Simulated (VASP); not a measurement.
# Bi (P2_1/m) in VASP: notebook

Runs on Bi. Level: PBEsol. Tasks: single point.

Program: VASP 6.6.1. These are calculated values, not measurements. Logs are shortened: lines on timing, memory, paths and dates and some standing lists are left out, and cuts for length are marked.

## Step 1: The cell of the first run

Symmetry: P2_1/m, No. 11, monoclinic system. Conventional cell: a = 4.720 Å, b = 4.586 Å, c = 6.607 Å, α = 90.00°, β = 93.04°, γ = 90.00°. Within 4.3 Å of Bi (site symmetry m) lie 6 Bi at 3.29 to 3.30 Å. Bi (site symmetry m) has 6 Bi at 3.29 to 3.30 Å within 4.3 Å.

## Step 2: Single point, PBEsol

INCAR reads:

```
SYSTEM = Bi
PREC     = Accurate       ! precision mode
ENCUT    = 520            ! plane-wave cutoff, eV
EDIFF    = 1E-7           ! SCF threshold, eV
ISMEAR   = -1             ! smearing method
SIGMA    = 0.05           ! smearing width, eV
LREAL    = .False.        ! projectors in reciprocal space
LASPH    = .True.         ! aspherical terms in the spheres
NELM     = 60             ! most SCF steps
ALGO     = Fast           ! electronic algorithm
ISIF     = 2              ! what is computed and relaxed
LWAVE    = .False.        ! write WAVECAR
LCHARG   = .False.        ! write CHGCAR
GGA      = PS             ! functional
NBANDS   = 38             ! bands
```

KPOINTS reads:

```
Automatic mesh
0
Gamma
  6 6 4
  0 0 0
```

POSCAR reads:

```
Bi
1.0
    4.7197141110      0.0000000000      0.0000000000
    0.0000000000      4.5859531552      0.0000000000
   -0.3505262607      0.0000000000      6.5976414215
Bi
4
Direct
    0.2513749200      0.2500000000      0.7487333800
    0.7486250800      0.7500000000      0.2512666200
    0.2498876900      0.2500000000      0.2488803300
    0.7501123100      0.7500000000      0.7511196700
```

Potentials or basis: VASP PAW PBE potentials, release 64 (Bi_d).

Started as:

```bash
> cat potpaw_PBE.64/Bi_d/POTCAR > POTCAR
> mpirun -np 1 vasp_std > vasp.out
```

OUTCAR:

```text
SYSTEM = Bi
   PREC = Accurate
   ENCUT = 520
   EDIFF = 1E-7
   ISMEAR = -1
   LREAL = .False.
   LASPH = .True.
   NELM = 60
   ISIF = 2
   GGA = PS

 ion  position               nearest neighbor table
   1  0.251  0.250  0.749-   4 3.29   4 3.29   4 3.30   4 3.30   3 3.30   3 3.30
   2  0.749  0.750  0.251-   3 3.29   3 3.29   3 3.30   3 3.30   4 3.30   4 3.30
   3  0.250  0.250  0.249-   2 3.29   2 3.29   2 3.30   2 3.30   1 3.30   1 3.30
   4  0.750  0.750  0.751-   1 3.29   1 3.29   1 3.30   1 3.30   2 3.30   2 3.30

  LATTYP: Found a simple monoclinic cell.
 ALAT       =     4.7197141110
 B/A-ratio  =     0.9716590978
 C/A-ratio  =     1.3998615729
 COS(beta)  =    -0.0530542006

  Lattice vectors:

 A1 = (   4.7197141110,   0.0000000000,   0.0000000000)
 A2 = (   0.0000000000,   4.5859531552,   0.0000000000)
 A3 = (  -0.3505262607,   0.0000000000,   6.5976414215)

Analysis of symmetry for initial positions (statically):
=====================================================================
 Subroutine PRICEL returns:
 Original cell was already a primitive cell.

 Routine SETGRP: Setting up the symmetry group for a
 simple monoclinic supercell.

 Subroutine GETGRP returns: Found  4 space group operations
 (whereof  2 operations were pure point group operations)
 out of a pool of  4 trial point group operations.

The static configuration has the point symmetry S_2 .
 The point group associated with its full space group is C_2h.

Analysis of symmetry for dynamics (positions and initial velocities):
=====================================================================
 Subroutine PRICEL returns:
 Original cell was already a primitive cell.

 Routine SETGRP: Setting up the symmetry group for a
 simple monoclinic supercell.

 Subroutine GETGRP returns: Found  4 space group operations
 (whereof  2 operations were pure point group operations)
 out of a pool of  4 trial point group operations.

The dynamic configuration has the point symmetry S_2 .
 The point group associated with its full space group is C_2h.

 Subroutine INISYM returns: Found  4 space group operations
 (whereof  2 operations are pure point group operations),
 and found     1 'primitive' translations

----------------------------------------------------------------------------------------

                                     Primitive cell

  volume of cell :     142.8019

  direct lattice vectors                    reciprocal lattice vectors
     4.719714111  0.000000000  0.000000000     0.211877240  0.000000000  0.011256831
     0.000000000  4.585953155  0.000000000     0.000000000  0.218057177  0.000000000
    -0.350526261  0.000000000  6.597641421     0.000000000  0.000000000  0.151569316

  length of vectors
     4.719714111  4.585953155  6.606946419     0.212176062  0.218057177  0.151569316

  position of ions in fractional coordinates (direct lattice)
     0.251374920  0.250000000  0.748733380
     0.748625080  0.750000000  0.251266620
     0.249887690  0.250000000  0.248880330
     0.750112310  0.750000000  0.751119670

  ion indices of the primitive-cell ions
   primitive index   ion index
                 1           1
                 2           2
                 3           3
                 4           4

----------------------------------------------------------------------------------------

 KPOINTS: Automatic mesh

Automatic generation of k-mesh.
 Grid dimensions read from file:
 generate k-points for:    6    6    4

 Generating k-lattice:

  Cartesian coordinates                     Fractional coordinates (reciprocal lattice)
     0.035312873  0.000000000  0.001876139     0.166666667  0.000000000  0.000000000
     0.000000000  0.036342863  0.000000000     0.000000000  0.166666667  0.000000000
     0.000000000  0.000000000  0.037892329     0.000000000  0.000000000  0.250000000

  Length of vectors
     0.035362677  0.036342863  0.037892329

  Shift w.r.t. Gamma in fractional coordinates (k-lattice)
     0.000000000  0.000000000  0.000000000

 Subroutine IBZKPT returns following result:
 ===========================================

 Found     56 irreducible k-points:

 Following reciprocal coordinates:
            Coordinates               Weight
  0.000000  0.000000  0.000000      1.000000
  0.166667  0.000000  0.000000      2.000000
  0.333333  0.000000 -0.000000      2.000000
  0.500000  0.000000 -0.000000      1.000000
  0.000000  0.166667  0.000000      2.000000
  0.166667  0.166667  0.000000      4.000000
[... 16 lines left out ...]
  0.000000  0.166667  0.250000      4.000000
  0.166667  0.166667  0.250000      4.000000
 [... further k-points ...]
   k-points           NKPTS =     56   k-points in BZ     NKDIM =     56   number of bands    NBANDS=     38
   number of dos      NEDOS =    301   number of ions     NIONS =      4
   total plane-waves  NPLWV =  64800
   dimension x,y,z NGX =    36 NGY =   36 NGZ =   50
   dimension x,y,z NGXF=    72 NGYF=   72 NGZF=  100
   ions per type =               4
   NGX,Y,Z   is equivalent  to a cutoff of  12.68, 13.05, 12.58 a.u.
   NGXF,Y,Z  is equivalent  to a cutoff of  25.36, 26.10, 25.16 a.u.
 SYSTEM =  Bi
   PREC   = accura    normal or accurate (medium, high low for compatibility)
   ISTART =      0    job   : 0-new  1-cont  2-samecut
   ICHARG =      2    charge: 1-file 2-atom 10-const
   ISPIN  =      1    spin polarized calculation?
   LNONCOLLINEAR =      F non collinear calculations
   LSORBIT =      F    spin-orbit coupling
   LASPH  =      T    aspherical Exc in radial PAW
   ENCUT  =  520.0 eV  38.22 Ry    6.18 a.u.   8.78  8.53 12.28*2*pi/ulx,y,z
   NELM   =     60;   NELMIN=  2; NELMDL= -5     # of ELM steps
   EDIFF  = 0.1E-06   stopping-criterion for ELM
   LREAL  =      F    real-space projection
   EDIFFG = 0.1E-05   stopping-criterion for IOM
   NSW    =      0    number of steps for IOM
   IBRION =     -1    ionic relax: 0-MD 1-quasi-New 2-CG
   NFREE  =      0    steps in history (QN), initial steepest desc. (CG)
   ISIF   =      2    stress and relaxation
   ISYM   =      2    0-nonsym 1-usesym 2-fastsym
   POTIM  = 0.5000    time-step for ionic-motion
   TEBEG  =    0.0;   TEEND  =   0.0 temperature during run
   PSTRESS=    0.0 pullay stress
   NELECT =      60.0000    total number of electrons
   NUPDOWN=      -1.0000    fix difference up-down
   EMIN   =  10.00;   EMAX   =-10.00  energy-range for DOS
   EFERMI =   0.00;   METHOD = LEGACY
   ISMEAR =    -1;   SIGMA  =   0.05  broadening in eV -4-tet -1-fermi 0-gaus
   EFERMI_NEDOS =   21; number of points for ismear=-14 and -15
   IALGO  =     68    algorithm
   IMIX   =      4    mixing-type and parameters
     AMIX     =   0.40;   BMIX     =  1.00
     AMIX_MAG =   1.60;   BMIX_MAG =  1.00
  volume/ion in A,a.u.               =      35.70       240.92
  Fermi-wavevector in a.u.,A,eV,Ry     =   1.226160  2.317107 20.455938  1.503469
  Thomas-Fermi vector in A             =   2.361171
   LORBIT       =      0    0 simple, 1 ext, 2 COOP (PROOUT), +10 PAW based schemes
   GGA     = PS    functional components
   LHFCALC =     F    Hartree Fock is set to
   AEXX    =    0.0000 exact exchange contribution
   IVDW    =     0    specifies the selected vdW correction
   LEPSILON=     F    determine dielectric tensor
   LRPA    =     F    only Hartree local field effects (RPA)
 non-spin polarized calculation
 RMM-DIIS sequential band-by-band and
  energy-cutoff  :      520.00
  volume of cell :      142.80
 maximum number of plane-waves:      3868
   NGX = 17   NGY = 17   NGZ = 25

 number of electron      59.9999993 magnetization

 Free energy of the ion-electron system (eV)
  ---------------------------------------------------
  ext. energy  EPLUGINS =         0.00000000
  ---------------------------------------------------
  free energy    TOTEN  =       -16.97725654 eV

  energy without entropy =      -16.95219545  energy(sigma->0) =      -16.96472599

 E-fermi :   5.9708     XC(G=0):  -9.6728

 val. band max:        5.9670088398   @ k =  -0.1667   0.3333   0.2500
 cond. band min:       6.0122220169   @ k =   0.5000   0.0000   0.5000
 fundamental gap:      0.0452131771
 Fermi energy:         5.9708154718

 k-point     1 :       0.0000    0.0000    0.0000
  band No.  band energies     occupation
      1     -16.8494      2.00000
      2     -16.8386      2.00000
      3     -16.8382      2.00000
      4     -16.7304      2.00000
      5     -16.7208      2.00000
      6     -16.7120      2.00000
[... 30 lines left out ...]
     37      10.9811      0.00000
     38      11.5337      0.00000

 k-point     2 :       0.1667    0.0000    0.0000
  band No.  band energies     occupation
      1     -16.8293      2.00000
      2     -16.8243      2.00000
      3     -16.8135      2.00000
      4     -16.7216      2.00000
      5     -16.7151      2.00000
      6     -16.7114      2.00000
[... 30 lines left out ...]
     37      10.8355      0.00000
     38      11.6798      0.00000

 k-point     3 :       0.3333    0.0000   -0.0000
  band No.  band energies     occupation
      1     -16.8046      2.00000
      2     -16.7550      2.00000
      3     -16.7453      2.00000
      4     -16.7409      2.00000
      5     -16.6946      2.00000
      6     -16.6906      2.00000
[... 30 lines left out ...]
     37      11.1524      0.00000
     38      11.3337      0.00000

 k-point     4 :       0.5000    0.0000   -0.0000
  band No.  band energies     occupation
      1     -16.7732      2.00000
      2     -16.7708      2.00000
      3     -16.6744      2.00000
      4     -16.6731      2.00000
      5     -16.6720      2.00000
      6     -16.6699      2.00000
[... 30 lines left out ...]
     37      11.7241      0.00000
     38      11.7396      0.00000
[... 703 lines left out ...]
      4     -16.7166      2.00000
      5     -16.7094      2.00000
      6     -16.6956      2.00000
[... 30 lines left out ...]
     37      10.0589      0.00000
     38      10.8828      0.00000

 k-point    23 :       0.0000    0.1667    0.2500
  band No.  band energies     occupation
      1     -16.8229      2.00000
      2     -16.8153      2.00000
      3     -16.7947      2.00000
      4     -16.7158      2.00000
      5     -16.7089      2.00000
      6     -16.6953      2.00000
[... 30 lines left out ...]
     37      10.3307      0.00000
     38      10.9478      0.00000

 k-point    24 :       0.1667    0.1667    0.2500
  band No.  band energies     occupation
      1     -16.8205      2.00000
      2     -16.7986      2.00000
      3     -16.7676      2.00000
      4     -16.7051      2.00000
      5     -16.7029      2.00000
      6     -16.6979      2.00000
[... 30 lines left out ...]
     37      10.5939      0.00000
     38      10.7731      0.00000

 [... further k-points ...]

------------------------ aborting loop because EDIFF is reached ----------------------------------------

  FORCE on cell =-STRESS in cart. coord.  units (eV):
  Direction    XX          YY          ZZ          XY          YZ          ZX
  --------------------------------------------------------------------------------------
  -------------------------------------------------------------------------------------
  Total       -3.4334370     -2.8573058     -2.0276283      0.0000000      0.0000000      0.2736257
  in kB      -38.5217183    -32.0577685    -22.7491366      0.0000000      0.0000000      3.0699658
  external PRESSURE =     -31.1095411 kB  Pullay stress =       0.0000000 kB

 VOLUME and BASIS-vectors are now :
 -----------------------------------------------------------------------------
  energy-cutoff  :      520.00
  volume of cell :      142.80
      direct lattice vectors                 reciprocal lattice vectors
     4.719714111  0.000000000  0.000000000     0.211877240  0.000000000  0.011256831
     0.000000000  4.585953155  0.000000000     0.000000000  0.218057177  0.000000000
    -0.350526261  0.000000000  6.597641421     0.000000000  0.000000000  0.151569316

 POSITION                                       TOTAL-FORCE (eV/Angst)
 -----------------------------------------------------------------------------------
      0.92397      1.14649      4.93987         0.004206      0.000000      0.000079
      3.44522      3.43946      1.65777        -0.004206      0.000000     -0.000079
      1.09216      1.14649      1.64202         0.004060      0.000000      0.004798
      3.27703      3.43946      4.95562        -0.004060     -0.000000     -0.004798
 -----------------------------------------------------------------------------------
    total drift:                                0.000000      0.000000      0.000000

  FREE ENERGIE OF THE ION-ELECTRON SYSTEM (eV)
  ---------------------------------------------------
  free  energy   TOTEN  =       -16.9772565418 eV

  energy  without entropy=      -16.9521954472  energy(sigma->0) =      -16.96472599
```

Run time: 8.5 min. Hardware: 1 thread of AMD EPYC 7R13, shared host; peak memory 0.34 GiB.

Results:

```yaml
Free_energy: -16.9773 eV
Pressure: -3.1 GPa
Largest_force: 0.006 eV/Å
Band_gap_on_the_k_mesh: zero (band 30 reaches 6.09 eV, above the bottom of band 31 at 5.78 eV)
```

Forces in eV/Å, atoms in the order of the input:
```
Bi   0.004  0.000  0.000
Bi  -0.004  0.000  0.000
Bi   0.004  0.000  0.005
Bi  -0.004  0.000 -0.005
```

Caveat: the PAW data sets were made with another functional, which shifts forces and pressure a little; spin-orbit coupling is left out, which moves the levels of the heavy elements.

[end of part 1 of 2]
